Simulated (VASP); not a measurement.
# Ge in VASP: settings compared, part 2 of 3

VASP 6.6.1. Earlier steps stand in the parts before.

## (3) Single point, PBE, collinear spin, zero start (atoms moved at random)

File INCAR:

```
SYSTEM = Ge
  ALGO = Normal
  EDIFF = 1E-6
  ENCUT = 500
  GGA = PE
  GGA_COMPAT = .FALSE.
  ISIF = 2
  ISMEAR = -1
  ISPIN = 2
  LASPH = .TRUE.
  LCHARG = .FALSE.
  LORBIT = 11
  LREAL = .FALSE.
  LWAVE = .FALSE.
  MAGMOM = 0 0
  NBANDS = 25
  NELM = 200
  NUPDOWN = 0.0
  PREC = Accurate
  SIGMA = 0.1
```

File KPOINTS:

```
k-points
0
G
  8 8 8
  0 0 0
```

File POSCAR:

```
Ge
1.0
    0.0000000000      2.8289100000      2.8289100000
    2.8289100000      0.0000000000      2.8289100000
    2.8289100000      2.8289100000      0.0000000000
Ge
2
Direct
    0.7358230000      0.7611300000      0.7533610000
    0.5067180000      0.4860650000      0.4970770000
```

Potentials or basis: VASP PAW PBE potentials, release 64 (Ge_d).

The run is started by

```console
$ cat potpaw_PBE.64/Ge_d/POTCAR > POTCAR
$ mpirun -np 1 vasp_std > vasp.out
```

OUTCAR:

```text
SYSTEM = Ge
   EDIFF = 1E-6
   ENCUT = 500
   GGA = PE
   ISIF = 2
   ISMEAR = -1
   ISPIN = 2
   LASPH = .TRUE.
   LORBIT = 11
   LREAL = .FALSE.
   NELM = 200
   NUPDOWN = 0.0
   PREC = Accurate

 ion  position               nearest neighbor table
   1  0.736  0.761  0.753-   2 2.37   2 2.43   2 2.49   2 2.52
   2  0.507  0.486  0.497-   1 2.37   1 2.43   1 2.49   1 2.52

  LATTYP: Found a face centered cubic cell.
 ALAT       =     5.6578200000

  Lattice vectors:

 A1 = (   0.0000000000,   2.8289100000,   2.8289100000)
 A2 = (   2.8289100000,   0.0000000000,   2.8289100000)
 A3 = (   2.8289100000,   2.8289100000,   0.0000000000)

Analysis of symmetry for initial positions (statically):
=====================================================================
 Subroutine PRICEL returns:
 Original cell was already a primitive cell.

 Routine SETGRP: Setting up the symmetry group for a
 face centered cubic supercell.

 Subroutine GETGRP returns: Found  2 space group operations
 (whereof  1 operations were pure point group operations)
 out of a pool of 48 trial point group operations.

The static configuration has the point symmetry C_1 .
 The point group associated with its full space group is S_2 .

Analysis of symmetry for dynamics (positions and initial velocities):
=====================================================================
 Subroutine PRICEL returns:
 Original cell was already a primitive cell.

 Routine SETGRP: Setting up the symmetry group for a
 face centered cubic supercell.

 Subroutine GETGRP returns: Found  2 space group operations
 (whereof  1 operations were pure point group operations)
 out of a pool of 48 trial point group operations.

The dynamic configuration has the point symmetry C_1 .
 The point group associated with its full space group is S_2 .

Analysis of structural, dynamic, and magnetic symmetry:
=====================================================================
 Subroutine PRICEL returns:
 Original cell was already a primitive cell.

 Routine SETGRP: Setting up the symmetry group for a
 face centered cubic supercell.

 Subroutine GETGRP returns: Found  2 space group operations
 (whereof  1 operations were pure point group operations)
 out of a pool of 48 trial point group operations.

The overall configuration has the point symmetry C_1 .
 The point group associated with its full space group is S_2 .

 Subroutine INISYM returns: Found  2 space group operations
 (whereof  1 operations are pure point group operations),
 and found     1 'primitive' translations

----------------------------------------------------------------------------------------

                                     Primitive cell

  volume of cell :      45.2780

  direct lattice vectors                    reciprocal lattice vectors
     0.000000000  2.828910000  2.828910000    -0.176746521  0.176746521  0.176746521
     2.828910000  0.000000000  2.828910000     0.176746521 -0.176746521  0.176746521
     2.828910000  2.828910000  0.000000000     0.176746521  0.176746521 -0.176746521

  length of vectors
     4.000682889  4.000682889  4.000682889     0.306133954  0.306133954  0.306133954

  position of ions in fractional coordinates (direct lattice)
     0.735823000  0.761130000  0.753361000
     0.506718000  0.486065000  0.497077000

  ion indices of the primitive-cell ions
[... 70 lines left out ...]
   LNONCOLLINEAR =      F non collinear calculations
   LSORBIT =      F    spin-orbit coupling
   LASPH  =      T    aspherical Exc in radial PAW
   ENCUT  =  500.0 eV  36.75 Ry    6.06 a.u.   7.29  7.29  7.29*2*pi/ulx,y,z
   NELM   =    200;   NELMIN=  2; NELMDL= -5     # of ELM steps
   EDIFF  = 0.1E-05   stopping-criterion for ELM
   LREAL  =      F    real-space projection
   EDIFFG = 0.1E-04   stopping-criterion for IOM
   NSW    =      0    number of steps for IOM
   IBRION =     -1    ionic relax: 0-MD 1-quasi-New 2-CG
   NFREE  =      0    steps in history (QN), initial steepest desc. (CG)
   ISIF   =      2    stress and relaxation
   ISYM   =      2    0-nonsym 1-usesym 2-fastsym
   POTIM  = 0.5000    time-step for ionic-motion
   TEBEG  =    0.0;   TEEND  =   0.0 temperature during run
   PSTRESS=    0.0 pullay stress
   NELECT =      28.0000    total number of electrons
   NUPDOWN=       0.0000    fix difference up-down
   EMIN   =  10.00;   EMAX   =-10.00  energy-range for DOS
   EFERMI =   0.00;   METHOD = LEGACY
   ISMEAR =    -1;   SIGMA  =   0.10  broadening in eV -4-tet -1-fermi 0-gaus
   EFERMI_NEDOS =   21; number of points for ismear=-14 and -15
   IALGO  =     38    algorithm
   IMIX   =      4    mixing-type and parameters
     AMIX     =   0.40;   BMIX     =  1.00
     AMIX_MAG =   1.60;   BMIX_MAG =  1.00
  volume/ion in A,a.u.               =      22.64       152.78
  Fermi-wavevector in a.u.,A,eV,Ry     =   1.394756  2.635708 26.468033  1.945346
  Thomas-Fermi vector in A             =   2.518275
   LORBIT       =     11    0 simple, 1 ext, 2 COOP (PROOUT), +10 PAW based schemes
   GGA     = PE    functional components
   LHFCALC =     F    Hartree Fock is set to
   AEXX    =    0.0000 exact exchange contribution
   IVDW    =     0    specifies the selected vdW correction
   LEPSILON=     F    determine dielectric tensor
   LRPA    =     F    only Hartree local field effects (RPA)
 spin polarized calculation
  energy-cutoff  :      500.00
  volume of cell :       45.28
 maximum number of plane-waves:      1174
 NGX is ok and might be reduce to    30
   NGX = 15   NGY = 15   NGZ = 15

 number of electron      28.0000004 magnetization       0.0000000

 number of electron      28.0000004 magnetization      -0.0000000

 Free energy of the ion-electron system (eV)
  ---------------------------------------------------
  ext. energy  EPLUGINS =         0.00000000
  ---------------------------------------------------
  free energy    TOTEN  =        -8.94473427 eV

  energy without entropy =       -8.93950811  energy(sigma->0) =       -8.94212119

 E-fermi :   5.0829     XC(G=0):  -9.9262

 val. band max:        5.0794055740   @ k =   0.5000   0.5000   0.5000
 cond. band min:       5.1216530276   @ k =   0.3750   0.0000   0.0000
 fundamental gap:      0.0422474535
 Fermi energy:         5.0828847332

 spin component 1

 k-point     1 :       0.0000    0.0000    0.0000
  band No.  band energies     occupation
      1     -19.8608      1.00000
      2     -19.8314      1.00000
      3     -19.8136      1.00000
      4     -19.8000      1.00000
      5     -19.7971      1.00000
      6     -19.5989      1.00000
[... 661 lines left out ...]
     24      19.4187      0.00000
     25      23.0281      0.00000

 [... further k-points ...]

 spin component 2

 k-point     1 :       0.0000    0.0000    0.0000
  band No.  band energies     occupation
      1     -19.8608      1.00000
      2     -19.8314      1.00000
      3     -19.8136      1.00000
      4     -19.8000      1.00000
      5     -19.7971      1.00000
      6     -19.5989      1.00000
[... 661 lines left out ...]
     24      19.4187      0.00000
     25      23.0270      0.00000

 [... further k-points ...]

------------------------ aborting loop because EDIFF is reached ----------------------------------------

  FORCE on cell =-STRESS in cart. coord.  units (eV):
  Direction    XX          YY          ZZ          XY          YZ          ZX
  --------------------------------------------------------------------------------------
  -------------------------------------------------------------------------------------
  Total        1.0646721      1.1280320      1.1453673     -0.1778632     -0.8607535      0.4162454
  in kB       37.6737697     39.9157793     40.5291948     -6.2937457    -30.4580443     14.7289800
  external PRESSURE =      39.3729146 kB  Pullay stress =       0.0000000 kB

 VOLUME and BASIS-vectors are now :
 -----------------------------------------------------------------------------
  energy-cutoff  :      500.00
  volume of cell :       45.28
      direct lattice vectors                 reciprocal lattice vectors
     0.000000000  2.828910000  2.828910000    -0.176746521  0.176746521  0.176746521
     2.828910000  0.000000000  2.828910000     0.176746521 -0.176746521  0.176746521
     2.828910000  2.828910000  0.000000000     0.176746521  0.176746521 -0.176746521

 POSITION                                       TOTAL-FORCE (eV/Angst)
 -----------------------------------------------------------------------------------
      4.28436      4.21277      4.23475        -0.996407      0.496217     -0.248612
      2.78122      2.83965      2.80849         0.996407     -0.496217      0.248612
 -----------------------------------------------------------------------------------
    total drift:                               -0.000023      0.000139      0.000008

  FREE ENERGIE OF THE ION-ELECTRON SYSTEM (eV)
  ---------------------------------------------------
  free  energy   TOTEN  =        -8.9447342737 eV

  energy  without entropy=       -8.9395081060  energy(sigma->0) =       -8.94212119

 total charge

# of ion       s       p       d       tot
------------------------------------------
    1        1.132   1.265  10.024  12.421
    2        1.132   1.265  10.024  12.421
--------------------------------------------------
tot          2.263   2.531  20.049  24.843

 magnetization (x)

# of ion       s       p       d       tot
------------------------------------------
    1        0.000  -0.000   0.000  -0.000
    2        0.000  -0.000   0.000  -0.000
--------------------------------------------------
tot          0.000  -0.000   0.000  -0.000
```

stdout:

```text
POSCAR found type information on POSCAR Ge
 POSCAR found :  1 types and       2 ions
 scaLAPACK will be used
 LDA part: xc-table for (Slater+PW92), standard interpolation
 POSCAR, INCAR and KPOINTS ok, starting setup
 FFT: planning ... GRIDC
 FFT: planning ... GRID_SOFT
 FFT: planning ... GRID
 WAVECAR not read
 entering main loop
```

It took 4.6 min on 1 thread of Intel Xeon 6975P-C (Granite Rapids), shared host; peak memory 0.45 GiB.

Results:

| Item | Value |
| --- | --- |
| Free energy | -8.9447 eV |
| Pressure | 3.9 GPa |
| Largest force | 1.141 eV/Å |
| Net moment | 0.00 μB per cell |
| Valence electrons inside the program's atomic spheres | Ge 12.42 |

Forces in eV/Å, atoms in the order of the input:
```
Ge  -0.996  0.496 -0.249
Ge   0.996 -0.496  0.249
```

Stress tensor (GPa, compression positive):
```
 3.77 -0.63  1.47
-0.63  3.99 -3.05
 1.47 -3.05  4.05
```

Caveat: the cell differs from its parent crystal (atoms moved at random); the cell stands under pressure; the total moment is fixed, so each spin has its own Fermi level; forces of over 1 eV/Å act on the atoms, so gaps and moduli don't describe the material at rest.

## (4) Relaxation of cell and atoms, PBE exchange alone

File INCAR:

```
AGGAC = 0.0 ; ALDAC = 0.0
ALGO = Normal ; EDIFF = 1E-6
EDIFFG = -0.01 ; ENCUT = 600
GGA = PE ; IBRION = 2
ISIF = 3 ; ISMEAR = -1
LASPH = True ; LCHARG = False
LREAL = False ; LWAVE = False
NELM = 60 ; NSW = 60
PREC = Accurate ; SIGMA = 0.05
```

File KPOINTS:

```
k-points
0
Gamma
  8 8 8
```

File POSCAR:

```
Ge
1.0
    0.0000000000      2.8289100000      2.8289100000
    2.8289100000      0.0000000000      2.8289100000
    2.8289100000      2.8289100000      0.0000000000
Ge
2
Direct
    0.7500000000      0.7500000000      0.7500000000
    0.5000000000      0.5000000000      0.5000000000
```

The run is started by

```console
$ cat potpaw_PBE.64/Ge_d/POTCAR > POTCAR
$ mpirun -np 1 vasp_std > vasp.out
```

Wall time 64 s (1 thread of Intel Xeon 6975P-C (Granite Rapids), shared host); peak memory 0.18 GiB.

The run converged. Its results:

```
Free energy                           : -6.3792 eV
Relaxed volume                        : 28.70 Å³/atom
Relaxed cell                          : a = 4.330 Å, b = 4.330 Å, c = 4.330 Å, α = 60.00°, β = 60.00°, γ = 60.00°
Space group after relaxing (to 0.1 Å) : Fd-3m (No. 227)
Energy gained by relaxing             : 207.2 meV/atom
Ionic steps                           : 14
Pressure after relaxing               : 0.1 GPa
Band gap on the k mesh                : zero (bands 14 and 15 overlap by 0.43 eV)
```

Step by step:
```
step  energy change (eV)  largest force (eV/Å)  pressure (GPa)  volume (Å³)
   1              0.0000                0.0000           13.63        45.28
   2             -0.4111                0.0000           -0.76        59.11
   3             -0.4145                0.0000           -0.06        57.42
   4             -0.4141                0.0000            0.28        57.16
   5             -0.4141                0.0000            0.31        57.17
   6             -0.4142                0.0000            0.24        57.21
   7             -0.4142                0.0000            0.27        57.21
   8             -0.4142                0.0000            0.28        57.21
   9             -0.4142                0.0000            0.29        57.21
  10             -0.4142                0.0000            0.12        57.22
  11             -0.4142                0.0000            0.29        57.23
  12             -0.4143                0.0000            0.23        57.26
  13             -0.4143                0.0000            0.16        57.31
  14             -0.4145                0.0000            0.05        57.41
```

Final structure:
```xyz
2
Lattice="0.0000 3.0618 3.0618 3.0618 0.0000 3.0618 3.0618 3.0618 0.0000" Properties=species:S:1:pos:R:3 pbc="T T T"
Ge    4.5927    4.5927    4.5927
Ge    3.0618    3.0618    3.0618
```

Levels at points of the mesh, in eV from the Fermi level:
```
           k point  band 11  band 12  band 13  band 14  band 15  band 16  band 17  band 18
(0.00, 0.00, 0.00)   -10.98    -1.84     0.23     0.23     0.23     2.62     2.62     2.62
(0.50, 0.00, 0.00)    -9.43    -6.56    -0.86    -0.86    -0.20     3.79     3.79     7.17
(0.50, 0.50, 0.00)    -7.96    -7.96    -2.11    -2.11     1.25     1.25     7.81     7.81
```

Caveat: the volume moved by over 15 % at a fixed basis, so the end points are rough; semilocal functionals underestimate gaps, so a narrow gap can read as zero.

(Continued in part 3 of 3.)
